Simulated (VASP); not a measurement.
# Gd (P6_3/mmc) in VASP: single point with PBE

Aim: the single point of Gd with PBE.

Everything below comes from runs of VASP 6.6.1. Logs are shortened: lines on timing, memory, paths and dates and some standing lists are left out, and cuts for length are marked.

### 1 The cell of the first run

The structure is hexagonal, space group P6_3/mmc (No. 194). Conventional cell: a = 3.638 Å, b = 3.638 Å, c = 5.810 Å, α = 90.00°, β = 90.00°, γ = 120.00°. Within 4.7 Å of Gd (site symmetry -6m2) lie 12 Gd at 3.58 to 3.64 Å.

### 2 Single point, PBE, collinear spin, ferromagnetic start

File INCAR:

```
SYSTEM = Gd
PREC = Accurate ; ENCUT = 520
EDIFF = 1E-6 ; ISMEAR = -1
SIGMA = 0.1 ; LREAL = .FALSE.
LASPH = .TRUE. ; NELM = 150
ALGO = Normal ; ISIF = 2
LWAVE = .FALSE. ; LCHARG = .FALSE.
ISPIN = 2 ; MAGMOM = 7 7
LORBIT = 11 ; LMAXMIX = 6
GGA = PE ; NBANDS = 29
```

File KPOINTS:

```
regular mesh
0
G
  7 7 4
  0 0 0
```

File POSCAR:

```
Gd
1.0
    3.6375359200      0.0000000000      0.0000000000
   -1.8187679600      3.1502023300      0.0000000000
    0.0000000000      0.0000000000      5.8096330100
Gd
2
Direct
    0.3333300000      0.6666700000      0.2500000000
    0.6666600000      0.3333300000      0.7500000000
```

Potentials or basis: VASP PAW PBE potentials, release 64 (Gd).

Run with:

```
$ cat potpaw_PBE.64/Gd/POTCAR > POTCAR
$ mpirun -np 1 vasp_std > vasp.out
```

OUTCAR:

```text
SYSTEM = Gd
   PREC = Accurate
   ENCUT = 520
   EDIFF = 1E-6
   ISMEAR = -1
   LREAL = .FALSE.
   LASPH = .TRUE.
   NELM = 150
   ISIF = 2
   ISPIN = 2
   LORBIT = 11
   GGA = PE

 ion  position               nearest neighbor table
   1  0.333  0.667  0.250-
   2  0.667  0.333  0.750-

  LATTYP: Found a hexagonal cell.
 ALAT       =     3.6375359200
 C/A-ratio  =     1.5971341968

  Lattice vectors:

 A1 = (   3.6375359200,   0.0000000000,   0.0000000000)
 A2 = (  -1.8187679600,   3.1502023300,   0.0000000000)
 A3 = (   0.0000000000,   0.0000000000,   5.8096330100)

Analysis of symmetry for initial positions (statically):
=====================================================================
 Subroutine PRICEL returns:
 Original cell was already a primitive cell.

 Routine SETGRP: Setting up the symmetry group for a
 hexagonal supercell.

 Subroutine GETGRP returns: Found  8 space group operations
 (whereof  2 operations were pure point group operations)
 out of a pool of 24 trial point group operations.

The static configuration has the point symmetry C_2 .
 The point group associated with its full space group is D_2h.

Analysis of symmetry for dynamics (positions and initial velocities):
=====================================================================
 Subroutine PRICEL returns:
 Original cell was already a primitive cell.

 Routine SETGRP: Setting up the symmetry group for a
 hexagonal supercell.

 Subroutine GETGRP returns: Found  8 space group operations
 (whereof  2 operations were pure point group operations)
 out of a pool of 24 trial point group operations.

The dynamic configuration has the point symmetry C_2 .
 The point group associated with its full space group is D_2h.

Analysis of structural, dynamic, and magnetic symmetry:
=====================================================================
 Subroutine PRICEL returns:
 Original cell was already a primitive cell.

 Routine SETGRP: Setting up the symmetry group for a
 hexagonal supercell.

 Subroutine GETGRP returns: Found  8 space group operations
 (whereof  2 operations were pure point group operations)
 out of a pool of 24 trial point group operations.

The overall configuration has the point symmetry C_2 .
 The point group associated with its full space group is D_2h.

 Subroutine INISYM returns: Found  8 space group operations
 (whereof  2 operations are pure point group operations),
 and found     1 'primitive' translations

----------------------------------------------------------------------------------------

                                     Primitive cell

  volume of cell :      66.5724

  direct lattice vectors                    reciprocal lattice vectors
     3.637535920  0.000000000  0.000000000     0.274911375  0.158719964  0.000000000
    -1.818767960  3.150202330  0.000000000     0.000000000  0.317439928  0.000000000
     0.000000000  0.000000000  5.809633010     0.000000000  0.000000000  0.172127912

  length of vectors
     3.637535920  3.637539225  5.809633010     0.317440216  0.317439928  0.172127912

  position of ions in fractional coordinates (direct lattice)
     0.333330000  0.666670000  0.250000000
     0.666660000  0.333330000  0.750000000

  ion indices of the primitive-cell ions
   primitive index   ion index
                 1           1
                 2           2

----------------------------------------------------------------------------------------

 KPOINTS: regular mesh

Automatic generation of k-mesh.
 Grid dimensions read from file:
 generate k-points for:    7    7    4

 Generating k-lattice:

  Cartesian coordinates                     Fractional coordinates (reciprocal lattice)
     0.039273054  0.022674281  0.000000000     0.142857143 -0.000000000  0.000000000
     0.000000000  0.045348561  0.000000000     0.000000000  0.142857143  0.000000000
     0.000000000  0.000000000  0.043031978     0.000000000  0.000000000  0.250000000

  Length of vectors
     0.045348602  0.045348561  0.043031978

  Shift w.r.t. Gamma in fractional coordinates (k-lattice)
     0.000000000  0.000000000  0.000000000

 Subroutine IBZKPT returns following result:
 ===========================================

 Found     48 irreducible k-points:

 Following reciprocal coordinates:
            Coordinates               Weight
  0.000000  0.000000  0.000000      1.000000
  0.142857 -0.000000  0.000000      4.000000
  0.000000  0.142857  0.000000      2.000000
  0.285714  0.000000  0.000000      4.000000
  0.000000  0.285714  0.000000      2.000000
  0.428571  0.000000  0.000000      4.000000
[... 16 lines left out ...]
  0.000000  0.428571  0.250000      4.000000
  0.142857  0.142857  0.250000      8.000000
 [... further k-points ...]
   k-points           NKPTS =     48   k-points in BZ     NKDIM =     48   number of bands    NBANDS=     29
   number of dos      NEDOS =    301   number of ions     NIONS =      2
   total plane-waves  NPLWV =  37632
   dimension x,y,z NGX =    28 NGY =   28 NGZ =   48
   dimension x,y,z NGXF=    56 NGYF=   56 NGZF=   96
   ions per type =               2
   NGX,Y,Z   is equivalent  to a cutoff of  12.80, 12.80, 13.74 a.u.
   NGXF,Y,Z  is equivalent  to a cutoff of  25.59, 25.59, 27.47 a.u.
 SYSTEM =  Gd
   PREC   = accura    normal or accurate (medium, high low for compatibility)
   ISTART =      0    job   : 0-new  1-cont  2-samecut
   ICHARG =      2    charge: 1-file 2-atom 10-const
   ISPIN  =      2    spin polarized calculation?
   LNONCOLLINEAR =      F non collinear calculations
   LSORBIT =      F    spin-orbit coupling
   LASPH  =      T    aspherical Exc in radial PAW
   ENCUT  =  520.0 eV  38.22 Ry    6.18 a.u.   6.76  6.76 10.80*2*pi/ulx,y,z
   NELM   =    150;   NELMIN=  2; NELMDL= -5     # of ELM steps
   EDIFF  = 0.1E-05   stopping-criterion for ELM
   LREAL  =      F    real-space projection
[... 7 lines left out ...]
   TEBEG  =    0.0;   TEEND  =   0.0 temperature during run
   PSTRESS=    0.0 pullay stress
   NELECT =      36.0000    total number of electrons
   NUPDOWN=      -1.0000    fix difference up-down
   EMIN   =  10.00;   EMAX   =-10.00  energy-range for DOS
   EFERMI =   0.00;   METHOD = LEGACY
   ISMEAR =    -1;   SIGMA  =   0.10  broadening in eV -4-tet -1-fermi 0-gaus
   EFERMI_NEDOS =   21; number of points for ismear=-14 and -15
   IALGO  =     38    algorithm
   IMIX   =      4    mixing-type and parameters
     AMIX     =   0.40;   BMIX     =  1.00
     AMIX_MAG =   1.60;   BMIX_MAG =  1.00
  volume/ion in A,a.u.               =      33.29       224.63
  Fermi-wavevector in a.u.,A,eV,Ry     =   1.333759  2.520440 24.203599  1.778914
  Thomas-Fermi vector in A             =   2.462593
   LORBIT       =     11    0 simple, 1 ext, 2 COOP (PROOUT), +10 PAW based schemes
   GGA     = PE    functional components
   LHFCALC =     F    Hartree Fock is set to
   AEXX    =    0.0000 exact exchange contribution
   IVDW    =     0    specifies the selected vdW correction
   LEPSILON=     F    determine dielectric tensor
   LRPA    =     F    only Hartree local field effects (RPA)
 spin polarized calculation
  energy-cutoff  :      520.00
  volume of cell :       66.57
 maximum number of plane-waves:      1822
   NGX = 13   NGY = 13   NGZ = 21

 number of electron      36.0000008 magnetization      15.2140081

 Free energy of the ion-electron system (eV)
  ---------------------------------------------------
  ext. energy  EPLUGINS =         0.00000000
  ---------------------------------------------------
  free energy    TOTEN  =       -23.47018250 eV

  energy without entropy =      -23.33990170  energy(sigma->0) =      -23.40504210

 E-fermi :   2.9318     XC(G=0):  -9.9428

 val. band max:        2.9283780553   @ k =  -0.4286   0.2857   0.2500
 cond. band min:       2.9468711835   @ k =   0.2857   0.0000   0.2500
 fundamental gap:      0.0184931282
 Fermi energy:         2.9318176228

 spin component 1

 k-point     1 :       0.0000    0.0000    0.0000
  band No.  band energies     occupation
      1     -42.3139      1.00000
      2     -42.2473      1.00000
      3     -20.0623      1.00000
      4     -19.4594      1.00000
      5     -19.4592      1.00000
      6     -19.3570      1.00000
[... 21 lines left out ...]
     28       4.4209      0.00000
     29       4.9050      0.00000

 k-point     2 :       0.1429   -0.0000    0.0000
  band No.  band energies     occupation
      1     -42.3042      1.00000
      2     -42.2434      1.00000
      3     -20.0190      1.00000
      4     -19.5533      1.00000
      5     -19.4895      1.00000
      6     -19.4543      1.00000
[... 696 lines left out ...]
 k-point    24 :       0.1429    0.1429    0.2500
  band No.  band energies     occupation
      1     -42.2803      1.00000
      2     -42.2450      1.00000
      3     -19.9065      1.00000
      4     -19.6826      1.00000
      5     -19.6181      1.00000
      6     -19.5296      1.00000
[... 21 lines left out ...]
     28       4.2399      0.00000
     29       4.6819      0.00000

 [... further k-points ...]

 spin component 2

 k-point     1 :       0.0000    0.0000    0.0000
  band No.  band energies     occupation
      1     -39.0851      1.00000
      2     -39.0012      1.00000
      3     -17.8256      1.00000
      4     -17.0878      1.00000
      5     -17.0877      1.00000
      6     -16.9671      1.00000
[... 21 lines left out ...]
     28       5.6079      0.00000
     29       6.1010      0.00000

 k-point     2 :       0.1429   -0.0000    0.0000
  band No.  band energies     occupation
      1     -39.0728      1.00000
      2     -38.9962      1.00000
      3     -17.7731      1.00000
      4     -17.2034      1.00000
      5     -17.1249      1.00000
      6     -17.0865      1.00000
[... 696 lines left out ...]
 k-point    24 :       0.1429    0.1429    0.2500
  band No.  band energies     occupation
      1     -39.0427      1.00000
      2     -38.9983      1.00000
      3     -17.6363      1.00000
      4     -17.3663      1.00000
      5     -17.2830      1.00000
      6     -17.1753      1.00000
[... 21 lines left out ...]
     28       5.3944      0.00000
     29       5.8406      0.00000

 [... further k-points ...]

------------------------ aborting loop because EDIFF is reached ----------------------------------------

  FORCE on cell =-STRESS in cart. coord.  units (eV):
  Direction    XX          YY          ZZ          XY          YZ          ZX
  --------------------------------------------------------------------------------------
  -------------------------------------------------------------------------------------
  Total        0.1494653      0.1604235      0.1706150     -0.0000000     -0.0000000      0.0000000
  in kB        3.5971324      3.8608611      4.1061354     -0.0000000     -0.0000000      0.0000000
  external PRESSURE =       3.8547097 kB  Pullay stress =       0.0000000 kB

 VOLUME and BASIS-vectors are now :
 -----------------------------------------------------------------------------
  energy-cutoff  :      520.00
  volume of cell :       66.57
      direct lattice vectors                 reciprocal lattice vectors
     3.637535920  0.000000000  0.000000000     0.274911375  0.158719964  0.000000000
    -1.818767960  3.150202330  0.000000000     0.000000000  0.317439928  0.000000000
     0.000000000  0.000000000  5.809633010     0.000000000  0.000000000  0.172127912

 POSITION                                       TOTAL-FORCE (eV/Angst)
 -----------------------------------------------------------------------------------
     -0.00002      2.10015      1.45241         0.000000     -0.000017     -0.000000
      1.81875      1.05006      4.35722        -0.000000      0.000017      0.000000
 -----------------------------------------------------------------------------------
    total drift:                               -0.000000     -0.000000     -0.000000

  FREE ENERGIE OF THE ION-ELECTRON SYSTEM (eV)
  ---------------------------------------------------
  free  energy   TOTEN  =       -23.4701825041 eV

  energy  without entropy=      -23.3399016976  energy(sigma->0) =      -23.40504210

 total charge

# of ion       s       p       d       f       tot
--------------------------------------------------
    1        2.073   5.567   0.564   6.995  15.199
    2        2.073   5.567   0.564   6.995  15.199
--------------------------------------------------
tot          4.146  11.133   1.128  13.990  30.398

 magnetization (x)

# of ion       s       p       d       f       tot
--------------------------------------------------
    1        0.004  -0.052   0.216   6.805   6.972
    2        0.004  -0.052   0.216   6.805   6.972
--------------------------------------------------
tot          0.007  -0.104   0.431  13.609  13.943
```

It took 9.5 min on 1 thread of Intel Xeon 8259CL, shared host; peak memory 0.29 GiB.

What came out:

| Property | Result |
| --- | --- |
| Free energy | -23.4702 eV |
| Pressure | 0.4 GPa |
| Net moment | 15.21 μB per cell |
| Site moments | Gd +6.97 μB |
| Valence electrons inside the program's atomic spheres | Gd 15.20 |

Caveat: spin-orbit coupling is left out, which moves the levels of the heavy elements; semilocal functionals describe open f shells poorly, which spoils levels, moments and volumes. The state reached can hang on the start; a lower one may exist.
